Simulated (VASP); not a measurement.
Set up this calculation in VASP 6.6.1, as the native input.

```yaml
Task: single point
Functional: PBEsol
Potentials_or_basis: VASP PAW PBE potentials, release 64 (Ta_pv, N)
Cutoff: 520 eV
k_mesh: 4 × 4 × 7
Occupations: gaussian, width 0.05 eV
Spin: collinear spin, ferrimagnetic start
Starting_moments: "[1.06, -0.11, -0.11, 0.02, 0.02, 0.02] μB"
Hubbard_terms: Ta d U = 7.0 eV
Dipole_correction: no
Further_INCAR_settings: ALGO = Normal; EDIFF = 1e-06; NBANDS = 37
```

The structure of TaN lies in POSCAR:

```
TaN
1.0
    5.1850002000      0.0000000000      0.0000000000
   -2.5925001000      4.4903418900      0.0000000000
    0.0000000000      0.0000000000      2.9080005300
Ta N
3 3
Direct
    0.0000000000      0.0000000000      0.0000000000
    0.3333333333      0.6666666667      0.5000000000
    0.6666666667      0.3333333333      0.5000000000
    0.5000000000      0.0000000000      0.0000000000
    0.5000000000      0.5000000000      0.0000000000
    0.0000000000      0.5000000000      0.0000000000
```

These files were run (other wordings do the same):

INCAR

```
SYSTEM = TaN
ALGO     = Normal         ! electronic algorithm
EDIFF    = 1E-6           ! SCF threshold, eV
ENCUT    = 520            ! plane-wave cutoff, eV
GGA      = PS             ! functional
ISIF     = 2              ! what is computed and relaxed
ISMEAR   = 0              ! smearing method
ISPIN    = 2              ! spin polarisation
LASPH    = .TRUE.         ! aspherical terms in the spheres
LCHARG   = .FALSE.        ! write CHGCAR
LDAU     = .TRUE.         ! DFT+U
LDAUJ    = 0 0          
LDAUL    = 2 -1           ! shell
LDAUPRINT= 1            
LDAUTYPE = 2            
LDAUU    = 7 0            ! U, eV
LMAXMIX  = 4              ! l up to which the mixer works
LORBIT   = 11             ! projections on sites
LREAL    = .FALSE.        ! projectors in reciprocal space
LWAVE    = .FALSE.        ! write WAVECAR
MAGMOM   = 1.06 -0.11 -0.11 0.02 0.02 0.02 ! initial moments
NBANDS   = 37             ! bands
NELM     = 150            ! most SCF steps
PREC     = Accurate       ! precision mode
SIGMA    = 0.05           ! smearing width, eV
```

KPOINTS

```
k-points
0
G
  4 4 7
  0 0 0
```

Potentials or basis: VASP PAW PBE potentials, release 64 (Ta_pv, N).

Run with:

```bash
$ cat potpaw_PBE.64/Ta_pv/POTCAR potpaw_PBE.64/N/POTCAR > POTCAR
$ mpirun -np 1 vasp_std > vasp.out
```

It gave:

| Property | Result |
| --- | --- |
| Pressure | 24.6 GPa |
| Band gap on the k mesh | zero (filled and empty bands overlap) |
| Net moment | 0.00 μB per cell |
| Valence electrons inside the program's atomic spheres | Ta 8.42, 8.85; N 3.85 |

Caveat: the PAW data sets were made with another functional, which shifts forces and pressure a little; spin-orbit coupling is left out, which moves the levels of the heavy elements.

It took 45 s on 1 thread of AMD EPYC 9R45 96-Core Processor (Zen 5), on a shared host, peak memory 0.22 GiB.
